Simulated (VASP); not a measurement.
# HfO2: single point with PBE

The system is HfO2.

```
Hf O
1.0
     4.79970    0.00000    0.00000
     0.00000    4.79970    0.00000
     0.00000    0.00000    3.18382
Hf O
2 4
Direct
  0.00000 0.00000 0.97909
  0.50000 0.50000 0.52091
  0.19482 0.80518 0.49329
  0.30518 0.30518 0.00671
  0.69482 0.69482 0.00671
  0.80518 0.19482 0.49329
```

```json
{
 "Program": "VASP 6.6.1",
 "Task": "single point",
 "Functional": "PBE",
 "Potentials or basis": "VASP PAW PBE potentials, release 64 (Hf_pv, O)",
 "Cutoff": "520 eV",
 "k mesh": "6 × 6 × 8",
 "Occupations": "gaussian, width 0.05 eV",
 "Spin": "no spin polarisation",
 "Dipole correction": "no",
 "Further INCAR settings": "ALGO = Normal; EDIFF = 1e-06; NBANDS = 31"
}
```

```
Pressure               : 9.2 GPa
Largest force          : 0.509 eV/Å
Band gap on the k mesh : 4.07 eV, direct
```

Forces on the atoms (eV/Å):
```
Hf   0.000  0.000  0.509
Hf   0.000  0.000 -0.509
O    0.132 -0.132 -0.077
O   -0.132 -0.132  0.077
O    0.132  0.132  0.077
O   -0.132  0.132 -0.077
```

Stress tensor (GPa, compression positive):
```
 8.18  0.00  0.00
 0.00  8.18  0.00
 0.00  0.00 11.09
```

Levels at points of the mesh, in eV from the valence-band top:
```csv
k point,band 19,band 20,band 21,band 22,band 23,band 24,band 25,band 26
"(0.00, 0.00, 0.00)",-0.73,-0.51,-0.51,0.00,4.07,4.25,5.34,5.71
"(0.50, 0.00, 0.00)",-1.44,-1.44,-0.68,-0.68,4.73,4.73,6.38,6.38
"(0.50, 0.50, 0.00)",-1.11,-1.11,-0.84,-0.84,4.31,4.31,5.78,5.78
"(0.00, 0.00, 0.50)",-2.07,-2.07,-0.95,-0.95,5.63,5.77,6.19,6.19
"(0.50, 0.00, 0.50)",-1.70,-1.70,-0.94,-0.94,4.26,4.26,6.49,6.49
"(0.50, 0.50, 0.50)",-1.12,-1.12,-0.50,-0.50,5.22,5.22,5.98,5.98
```

Run time: 31 s on 1 thread of Intel(R) Xeon(R) 6975P-C (Granite Rapids) (shared host), peak memory 0.23 GiB.

Caveat: spin-orbit coupling is left out, which moves the levels of the heavy elements. As with any semilocal functional, this PBE gap is likely too small.
